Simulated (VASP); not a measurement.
Here is a VASP 6.6.1 calculation.

File INCAR:

```
ALGO = Fast
EDIFF = 1E-6
ENCUT = 520
GGA = PS
ISIF = 2
ISMEAR = 0
LASPH = T
LCHARG = F
LREAL = F
LWAVE = F
NBANDS = 39
NELM = 80
PREC = Accurate
SIGMA = 0.1
```

File KPOINTS:

```
k-points
0
Gamma
  10 10 10
```

File POSCAR:

```
TiCo2
1.0
    0.0000000000      3.3405762691      3.3405762691
    3.3405762691      0.0000000000      3.3405762691
    3.3405762691      3.3405762691      0.0000000000
Ti Co
2 4
Direct
    0.5000000000      0.5000000000      0.5000000000
    0.7500000000      0.7500000000      0.7500000000
    0.1250000000      0.1250000000      0.1250000000
    0.6250000000      0.1250000000      0.1250000000
    0.1250000000      0.1250000000      0.6250000000
    0.1250000000      0.6250000000      0.1250000000
```

Potentials or basis: VASP PAW PBE potentials, release 64 (Ti_sv, Co).

Launch:

```sh
$ cat potpaw_PBE.64/Ti_sv/POTCAR potpaw_PBE.64/Co/POTCAR > POTCAR
$ mpirun -np 1 vasp_std > vasp.out
```

(1) Predict the pressure.

(2) What does it give for the band gap on the k mesh?

Answers

(1) -12.3 GPa.

(2) zero (bands 30 and 31 overlap by 0.76 eV).

Caveat: the cell stands under tension; the PAW data sets were made with another functional, which shifts forces and pressure a little; the run has no spin polarisation, though such a crystal can be magnetic.
